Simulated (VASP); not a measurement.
A run of VASP 6.6.1:

INCAR

```
PREC     = Accurate       # precision mode
ENCUT    = 520            # plane-wave cutoff, eV
EDIFF    = 1E-7           # SCF threshold, eV
ISMEAR   = 0              # smearing method
SIGMA    = 0.1            # smearing width, eV
LREAL    = False          # projectors in reciprocal space
LASPH    = True           # aspherical terms in the spheres
NELM     = 150            # most SCF steps
ALGO     = Normal         # electronic algorithm
ISIF     = 2              # what is computed and relaxed
LWAVE    = False          # write WAVECAR
LCHARG   = False          # write CHGCAR
ISPIN    = 2              # spin polarisation
MAGMOM   = 2.5 0          # initial moments
LORBIT   = 11             # projections on sites
LMAXMIX  = 4              # l up to which the mixer works
GGA      = PS             # functional
NBANDS   = 20             # bands
```

File KPOINTS:

```
regular mesh
0
Gamma
  12 12 12
```

The input POSCAR:

```
NbAs
1.0
    0.0000000000      2.8723581278      2.8723581278
    2.8723581278      0.0000000000      2.8723581278
    2.8723581278      2.8723581278      0.0000000000
Nb As
1 1
Direct
    0.0000000000      0.0000000000      0.0000000000
    0.2500000000      0.2500000000      0.2500000000
```

Potentials or basis: VASP PAW PBE potentials, release 64 (Nb_sv, As).

Run with:

```bash
$ cat potpaw_PBE.64/Nb_sv/POTCAR potpaw_PBE.64/As/POTCAR > POTCAR
$ mpirun -np 1 vasp_std > vasp.out
```

Hardware: 1 thread of Intel(R) Xeon(R) 6975P-C (Granite Rapids), with other jobs on the host.

Q: Estimate the wall time of this run.

A: Run time: 81 s on 1 thread of Intel(R) Xeon(R) 6975P-C (Granite Rapids), on a shared host, peak memory 0.25 GiB. Counts: scf iterations 18, k points 72.
